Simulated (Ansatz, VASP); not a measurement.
Two plane-wave programs on Mg6O5

```
Mg O
1.0
     5.59086    0.00000    0.00000
     0.00000    5.59086    0.00000
     0.00000    0.00000    5.59086
Mg O
6 5
Direct
  0.25000 0.00000 0.50000
  0.00000 0.50000 0.25000
  0.50000 0.75000 0.00000
  0.75000 0.00000 0.50000
  0.00000 0.50000 0.75000
  0.50000 0.25000 0.00000
  0.50000 0.00000 0.25000
  0.00000 0.75000 0.50000
  0.81250 0.43740 0.00000
  0.50000 0.00000 0.75000
  0.00000 0.25000 0.50000
```

Change from the starting cell: O vacancy; atom 9 moved 0.125 of the way to it and -0.350 Å across, host rigid.

Alike in both runs: task single point; functional PBEsol; k mesh 4 × 4 × 4; occupations gaussian, width 0.05 eV; no spin polarisation.

```csv
,VASP,Ansatz
version,VASP 6.6.1,Ansatz 0.2.0
potentials or method,"VASP PAW PBE potentials, release 64 (Mg, O), cutoff 520 eV","scalar-relativistic, plane waves, PAW"
valence electrons in the cell,42,90
```

```csv
,VASP,Ansatz,Ansatz less VASP
gap on the k mesh at the Fermi level (eV),0.88,0.88,-0.008
least direct gap on the mesh (eV),1.78,1.78,-0.007
pressure (GPa),1.9,2.0,+0.12
"traceless stress, the component that is largest in VASP (GPa)",3.42,3.33,-0.099
rms of the force components (eV/Å),0.923,0.899,-0.0239
```

VASP's potentials were made for PBE, not for PBEsol, and Ansatz warns of the same on its side. Atom by atom the forces differ by 0.025 eV/Å (rms over components). VASP's potentials hold 42 valence electrons a cell and Ansatz's 90, so a difference there can come from the potentials and not from the codes.
